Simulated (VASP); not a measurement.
A run of VASP 6.6.1 is set up as follows.

Contents of INCAR:

```
PREC = Accurate ; ENCUT = 600
EDIFF = 1E-6 ; ISMEAR = 0
SIGMA = 0.1 ; LREAL = F
LASPH = T ; NELM = 100
ALGO = Fast ; ISIF = 3
LWAVE = F ; LCHARG = F
GGA = PE ; IBRION = 2
NSW = 100 ; EDIFFG = -0.01
```

Contents of KPOINTS:

```
regular mesh
0
Gamma
  10 10 10
```

File POSCAR:

```
Al4Pt
1.0
    0.0000000000      3.6056538876      3.6056538876
    3.6056538876      0.0000000000      3.6056538876
    3.6056538876      3.6056538876      0.0000000000
Al Pt
4 1
Direct
    0.1252098605      0.6243704185      0.1252098605
    0.1252098605      0.1252098605      0.1252098605
    0.6243704185      0.1252098605      0.1252098605
    0.1252098605      0.1252098605      0.6243704185
    0.5000000000      0.5000000000      0.5000000000
```

Potentials or basis: VASP PAW PBE potentials, release 64 (Al, Pt).

Run with:

```console
$ cat potpaw_PBE.64/Al/POTCAR potpaw_PBE.64/Pt/POTCAR > POTCAR
$ mpirun -np 1 vasp_std > vasp.out
```

Q: What does it give for the space group after relaxing (to 0.1 Å)?

A: F-43m (No. 216).

Q: What does it give for the relaxed volume?

A: 18.87 Å³/atom.

Q: What does it give for the band gap on the k mesh?

A: Zero (bands 11 and 12 overlap by 0.35 eV).

Q: What does it give for the relaxed cell?

A: a = 5.110 Å, b = 5.110 Å, c = 5.110 Å, α = 60.00°, β = 60.00°, γ = 60.00°.

Forces in eV/Å, atoms in the order of the input:
```
Al  -0.005  0.005 -0.005
Al   0.005  0.005  0.005
Al   0.005 -0.005 -0.005
Al  -0.005 -0.005  0.005
Pt   0.000  0.000  0.000
```

Caveat: spin-orbit coupling is left out, which moves the levels of the heavy elements.
